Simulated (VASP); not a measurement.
# Pb (Im-3m) in VASP: notebook

The runs below take Pb through single point, with PBEsol.

All numbers are computed with VASP 6.6.1; they aren't measurements. Logs are shortened: lines on timing, memory, paths and dates and some standing lists are left out, and cuts for length are marked.

### 1 The cell of the first run

It takes space group Im-3m (No. 229, cubic). Conventional cell: a = 3.959 Å, b = 3.959 Å, c = 3.959 Å, α = 90.00°, β = 90.00°, γ = 90.00°. Pb (site symmetry m-3m) has 14 Pb at 3.43 to 3.96 Å within 4.5 Å.

### 2 Single point, PBEsol

Contents of INCAR:

```
  ALGO = Normal
  EDIFF = 1E-7
  ENCUT = 520
  GGA = PS
  ISIF = 2
  ISMEAR = 0
  LASPH = True
  LCHARG = False
  LREAL = False
  LWAVE = False
  NBANDS = 13
  NELM = 100
  PREC = Accurate
  SIGMA = 0.1
```

Contents of KPOINTS:

```
k-points
0
Gamma
  6 6 6
```

Contents of POSCAR:

```
Pb
1.0
   -1.9796595667      1.9796595667      1.9796595667
    1.9796595667     -1.9796595667      1.9796595667
    1.9796595667      1.9796595667     -1.9796595667
Pb
1
Direct
    0.0000000000      0.0000000000      0.0000000000
```

Potentials or basis: VASP PAW PBE potentials, release 64 (Pb_d).

Started as:

```console
cat potpaw_PBE.64/Pb_d/POTCAR > POTCAR
mpirun -np 1 vasp_std > vasp.out
```

OUTCAR:

```text
EDIFF = 1E-7
   ENCUT = 520
   GGA = PS
   ISIF = 2
   ISMEAR = 0
   LASPH = True
   LREAL = False
   NELM = 100
   PREC = Accurate

 ion  position               nearest neighbor table
   1  0.000  0.000  0.000-

  LATTYP: Found a body centered cubic cell.
 ALAT       =     3.9593191334

  Lattice vectors:

 A1 = (  -1.9796595667,   1.9796595667,   1.9796595667)
 A2 = (   1.9796595667,  -1.9796595667,   1.9796595667)
 A3 = (   1.9796595667,   1.9796595667,  -1.9796595667)

Analysis of symmetry for initial positions (statically):
=====================================================================
 Subroutine PRICEL returns:
 Original cell was already a primitive cell.

 Routine SETGRP: Setting up the symmetry group for a
 body centered cubic supercell.

 Subroutine GETGRP returns: Found 48 space group operations
 (whereof 48 operations were pure point group operations)
 out of a pool of 48 trial point group operations.

The static configuration has the point symmetry O_h .

Analysis of symmetry for dynamics (positions and initial velocities):
=====================================================================
 Subroutine PRICEL returns:
 Original cell was already a primitive cell.

 Routine SETGRP: Setting up the symmetry group for a
 body centered cubic supercell.

 Subroutine GETGRP returns: Found 48 space group operations
 (whereof 48 operations were pure point group operations)
 out of a pool of 48 trial point group operations.

The dynamic configuration has the point symmetry O_h .

 Subroutine INISYM returns: Found 48 space group operations
 (whereof 48 operations are pure point group operations),
 and found     1 'primitive' translations

----------------------------------------------------------------------------------------

                                     Primitive cell

  volume of cell :      31.0336

  direct lattice vectors                    reciprocal lattice vectors
    -1.979659567  1.979659567  1.979659567     0.000000000  0.252568678  0.252568678
     1.979659567 -1.979659567  1.979659567     0.252568678  0.000000000  0.252568678
     1.979659567  1.979659567 -1.979659567     0.252568678  0.252568678  0.000000000

  length of vectors
     3.428870951  3.428870951  3.428870951     0.357186050  0.357186050  0.357186050

  position of ions in fractional coordinates (direct lattice)
     0.000000000  0.000000000  0.000000000

[... 72 lines left out ...]
   ISIF   =      2    stress and relaxation
   ISYM   =      2    0-nonsym 1-usesym 2-fastsym
   POTIM  = 0.5000    time-step for ionic-motion
   TEBEG  =    0.0;   TEEND  =   0.0 temperature during run
   PSTRESS=    0.0 pullay stress
   NELECT =      14.0000    total number of electrons
   NUPDOWN=      -1.0000    fix difference up-down
   EMIN   =  10.00;   EMAX   =-10.00  energy-range for DOS
   EFERMI =   0.00;   METHOD = LEGACY
   ISMEAR =     0;   SIGMA  =   0.10  broadening in eV -4-tet -1-fermi 0-gaus
   EFERMI_NEDOS =   21; number of points for ismear=-14 and -15
   IALGO  =     38    algorithm
   IMIX   =      4    mixing-type and parameters
     AMIX     =   0.40;   BMIX     =  1.00
     AMIX_MAG =   1.60;   BMIX_MAG =  1.00
  volume/ion in A,a.u.               =      31.03       209.42
  Fermi-wavevector in a.u.,A,eV,Ry     =   1.255568  2.372680 21.448927  1.576452
  Thomas-Fermi vector in A             =   2.389319
   LORBIT       =      0    0 simple, 1 ext, 2 COOP (PROOUT), +10 PAW based schemes
   GGA     = PS    functional components
   LHFCALC =     F    Hartree Fock is set to
   AEXX    =    0.0000 exact exchange contribution
   IVDW    =     0    specifies the selected vdW correction
   LEPSILON=     F    determine dielectric tensor
   LRPA    =     F    only Hartree local field effects (RPA)
 non-spin polarized calculation
 Gauss-broadening in eV      SIGMA  =   0.10
  energy-cutoff  :      520.00
  volume of cell :       31.03
 maximum number of plane-waves:       887
 NGX is ok and might be reduce to    28
   NGX = 13   NGY = 13   NGZ = 13

 number of electron      14.0000002 magnetization

 Free energy of the ion-electron system (eV)
  ---------------------------------------------------
  ext. energy  EPLUGINS =         0.00000000
  ---------------------------------------------------
  free energy    TOTEN  =        -3.96335900 eV

  energy without entropy =       -3.96056071  energy(sigma->0) =       -3.96195986

 E-fermi :   6.7102     XC(G=0): -10.2358

 val. band max:        6.6695305370   @ k =  -0.3333   0.3333   0.3333
 cond. band min:       7.1545088334   @ k =   0.5000   0.5000   0.3333
 fundamental gap:      0.4849782964
 Fermi energy:         6.7102448613

 k-point     1 :       0.0000    0.0000    0.0000
  band No.  band energies     occupation
      1     -10.1920      2.00000
      2     -10.1920      2.00000
      3     -10.1920      2.00000
      4      -9.9645      2.00000
      5      -9.9645      2.00000
      6      -4.7749      2.00000
      7      14.2763      0.00000
      8      14.2763      0.00000
      9      14.2763      0.00000
     10      17.9150      0.00000
     11      17.9150      0.00000
     12      17.9150      0.00000
     13      18.3409      0.00000
[... 226 lines left out ...]
  band No.  band energies     occupation
      1     -10.2417      2.00000
      2     -10.2417      2.00000
      3      -9.8603      2.00000
      4      -9.8603      2.00000
      5      -9.8603      2.00000
      6       1.5765      2.00000
      7       6.4838      1.99863
      8       6.4838      1.99863
      9       6.4838      1.99863
     10      11.3870      0.00000
     11      11.3870      0.00000
     12      23.2436      0.00000
     13      25.9327      0.00000

------------------------ aborting loop because EDIFF is reached ----------------------------------------

  FORCE on cell =-STRESS in cart. coord.  units (eV):
  Direction    XX          YY          ZZ          XY          YZ          ZX
  --------------------------------------------------------------------------------------
  -------------------------------------------------------------------------------------
  Total       -0.3780870     -0.3780870     -0.3780870      0.0000000     -0.0000000     -0.0000000
  in kB      -19.5195952    -19.5195952    -19.5195952      0.0000000     -0.0000000     -0.0000000
  external PRESSURE =     -19.5195952 kB  Pullay stress =       0.0000000 kB

 VOLUME and BASIS-vectors are now :
 -----------------------------------------------------------------------------
  energy-cutoff  :      520.00
  volume of cell :       31.03
      direct lattice vectors                 reciprocal lattice vectors
    -1.979659567  1.979659567  1.979659567     0.000000000  0.252568678  0.252568678
     1.979659567 -1.979659567  1.979659567     0.252568678  0.000000000  0.252568678
     1.979659567  1.979659567 -1.979659567     0.252568678  0.252568678  0.000000000

 POSITION                                       TOTAL-FORCE (eV/Angst)
 -----------------------------------------------------------------------------------
      0.00000      0.00000      0.00000        -0.000000      0.000000     -0.000000
 -----------------------------------------------------------------------------------
    total drift:                               -0.000000     -0.000000     -0.000000

  FREE ENERGIE OF THE ION-ELECTRON SYSTEM (eV)
  ---------------------------------------------------
  free  energy   TOTEN  =        -3.9633590045 eV

  energy  without entropy=       -3.9605607149  energy(sigma->0) =       -3.96195986
```

OSZICAR:

```text
N       E                     dE             d eps       ncg     rms          rms(c)
DAV:   1     0.110640663297E+03    0.11064E+03   -0.69972E+03   421   0.127E+03
DAV:   2     0.168634891065E+01   -0.10895E+03   -0.10531E+03   436   0.313E+02
DAV:   3    -0.384154853340E+01   -0.55279E+01   -0.55114E+01   531   0.766E+01
DAV:   4    -0.397552298203E+01   -0.13397E+00   -0.13394E+00   489   0.123E+01
DAV:   5    -0.398124595030E+01   -0.57230E-02   -0.57229E-02   617   0.251E+00    0.572E-01
DAV:   6    -0.396690052195E+01    0.14345E-01   -0.18353E-02   534   0.245E+00    0.275E-01
DAV:   7    -0.396355661394E+01    0.33439E-02   -0.72295E-03   534   0.137E+00    0.973E-02
DAV:   8    -0.396335792783E+01    0.19869E-03   -0.39026E-04   606   0.325E-01    0.895E-03
DAV:   9    -0.396335902107E+01   -0.10932E-05   -0.39951E-06   556   0.287E-02    0.430E-03
DAV:  10    -0.396335900452E+01    0.16552E-07   -0.58144E-07   521   0.106E-02
   1 F= -.39633590E+01 E0= -.39619599E+01  d E =-.279829E-02
```

Wall time 6.6 s (1 thread of Intel Xeon 6975P-C, shared host); peak memory 0.15 GiB.

What came out:

```yaml
Free_energy: -3.9634 eV
Pressure: -2.0 GPa
Band_gap_on_the_k_mesh: zero (band 7 reaches 14.28 eV, above the bottom of band 8 at 4.83 eV)
```

Levels at points of the mesh, in eV from the Fermi level:
| k point | band 3 | band 4 | band 5 | band 6 | band 7 | band 8 | band 9 | band 10 | band 11 | band 12 |
| --- | --- | --- | --- | --- | --- | --- | --- | --- | --- | --- |
| (0.00, 0.00, 0.00) | -16.90 | -16.67 | -16.67 | -11.49 | 7.57 | 7.57 | 7.57 | 11.20 | 11.20 | 11.20 |
| (0.50, 0.00, 0.00) | -16.69 | -16.68 | -16.54 | -7.75 | -3.82 | 3.52 | 5.21 | 7.56 | 8.98 | 13.92 |
| (0.50, 0.50, 0.50) | -16.57 | -16.57 | -16.57 | -5.13 | -0.23 | -0.23 | -0.23 | 4.68 | 4.68 | 16.53 |

Caveat: the k points lie up to 0.37 Å⁻¹ apart; the PAW data sets were made with another functional, which shifts forces and pressure a little; spin-orbit coupling is left out, which moves the levels of the heavy elements.

### 3 Single point, PBEsol (one atom moved)

Contents of INCAR:

```
PREC     = Accurate       # precision mode
ENCUT    = 520            # plane-wave cutoff, eV
EDIFF    = 1E-7           # SCF threshold, eV
ISMEAR   = 0              # smearing method
SIGMA    = 0.1            # smearing width, eV
LREAL    = F              # projectors in reciprocal space
LASPH    = T              # aspherical terms in the spheres
NELM     = 100            # most SCF steps
ALGO     = Normal         # electronic algorithm
ISIF     = 2              # what is computed and relaxed
LWAVE    = F              # write WAVECAR
LCHARG   = F              # write CHGCAR
GGA      = PS             # functional
NBANDS   = 13             # bands
```

Contents of KPOINTS:

```
regular mesh
0
Gamma
  14 14 14
```

POSCAR, as its differences from that of step 2:

```diff
@@ -8,2 +8,2 @@
 Direct
-    0.0000000000      0.0000000000      0.0000000000
+   -0.0063697821     -0.0301567002     -0.0082792013
```

Potentials or basis: VASP PAW PBE potentials, release 64 (Pb_d).

Started as:

```console
cat potpaw_PBE.64/Pb_d/POTCAR > POTCAR
mpirun -np 1 vasp_std > vasp.out
```

OUTCAR:

```text
PREC = Accurate
   ENCUT = 520
   EDIFF = 1E-7
   ISMEAR = 0
   LREAL = F
   LASPH = T
   NELM = 100
   ISIF = 2
   GGA = PS

 ion  position               nearest neighbor table
   1  0.994  0.970  0.992-

  LATTYP: Found a body centered cubic cell.
 ALAT       =     3.9593191334

  Lattice vectors:

 A1 = (  -1.9796595667,   1.9796595667,   1.9796595667)
 A2 = (   1.9796595667,  -1.9796595667,   1.9796595667)
 A3 = (   1.9796595667,   1.9796595667,  -1.9796595667)

Analysis of symmetry for initial positions (statically):
=====================================================================
 Subroutine PRICEL returns:
 Original cell was already a primitive cell.

 Routine SETGRP: Setting up the symmetry group for a
 body centered cubic supercell.

 Subroutine GETGRP returns: Found 48 space group operations
 (whereof  1 operations were pure point group operations)
 out of a pool of 48 trial point group operations.

The static configuration has the point symmetry C_1 .
 The point group associated with its full space group is O_h .

Analysis of symmetry for dynamics (positions and initial velocities):
[... 163 lines left out ...]
 fundamental gap:      0.0188338103
 Fermi energy:         6.7806018290

 k-point     1 :       0.0000    0.0000    0.0000
  band No.  band energies     occupation
      1     -10.1850      2.00000
      2     -10.1850      2.00000
      3     -10.1850      2.00000
      4      -9.9579      2.00000
      5      -9.9579      2.00000
      6      -4.7721      2.00000
      7      14.2792      0.00000
      8      14.2792      0.00000
      9      14.2792      0.00000
     10      17.9164      0.00000
     11      17.9164      0.00000
     12      17.9164      0.00000
     13      18.3446      0.00000
[... 354 lines left out ...]
  band No.  band energies     occupation
      1     -10.2181      2.00000
      2     -10.0674      2.00000
      3     -10.0232      2.00000
      4      -9.9528      2.00000
      5      -9.9150      2.00000
      6      -0.4756      2.00000
      7       4.3318      2.00000
      8       5.4845      2.00000
      9      10.8631      0.00000
     10      17.1110      0.00000
     11      18.4868      0.00000
     12      19.0061      0.00000
     13      22.6452      0.00000

 [... further k-points ...]
[... 5 lines left out ...]
  --------------------------------------------------------------------------------------
  -------------------------------------------------------------------------------------
  Total       -0.3365745     -0.3365745     -0.3365745     -0.0000000     -0.0000000     -0.0000000
  in kB      -17.3764171    -17.3764171    -17.3764171     -0.0000000     -0.0000000     -0.0000000
  external PRESSURE =     -17.3764171 kB  Pullay stress =       0.0000000 kB

 VOLUME and BASIS-vectors are now :
 -----------------------------------------------------------------------------
  energy-cutoff  :      520.00
  volume of cell :       31.03
      direct lattice vectors                 reciprocal lattice vectors
    -1.979659567  1.979659567  1.979659567     0.000000000  0.252568678  0.252568678
     1.979659567 -1.979659567  1.979659567     0.252568678  0.000000000  0.252568678
     1.979659567  1.979659567 -1.979659567     0.252568678  0.252568678  0.000000000

 POSITION                                       TOTAL-FORCE (eV/Angst)
 -----------------------------------------------------------------------------------
      1.91618      2.01036      1.92374        -0.000000     -0.000000     -0.000000
 -----------------------------------------------------------------------------------
    total drift:                               -0.000006      0.000006     -0.000003

  FREE ENERGIE OF THE ION-ELECTRON SYSTEM (eV)
  ---------------------------------------------------
  free  energy   TOTEN  =        -3.9510533084 eV

  energy  without entropy=       -3.9461829733  energy(sigma->0) =       -3.94861814
```

stdout:

```text
POSCAR found type information on POSCAR Pb
 POSCAR found :  1 types and       1 ions
 scaLAPACK will be used
 -----------------------------------------------------------------------------
|                                                                             |
|                                                                             |
|     You enforced a specific xc type in the INCAR file but a different       |
|     I HOPE YOU KNOW WHAT YOU ARE DOING!                                     |
|                                                                             |
 -----------------------------------------------------------------------------

 LDA part: xc-table for (Slater+PW92), standard interpolation
 POSCAR, INCAR and KPOINTS ok, starting setup
 FFT: planning ... GRIDC
 FFT: planning ... GRID_SOFT
 FFT: planning ... GRID
 WAVECAR not read
 entering main loop
```

Run time: 60 s. Hardware: 1 thread of Intel Xeon 8259CL, shared host; peak memory 0.18 GiB.

What came out:

| Item | Value |
| --- | --- |
| Free energy | -3.9511 eV |
| Pressure | -1.7 GPa |
| Band gap on the k mesh | zero (band 7 reaches 14.28 eV, above the bottom of band 8 at 4.86 eV) |

Caveat: the cell differs from its parent crystal (one atom moved); the PAW data sets were made with another functional, which shifts forces and pressure a little; spin-orbit coupling is left out, which moves the levels of the heavy elements.

[end of part 1 of 2]
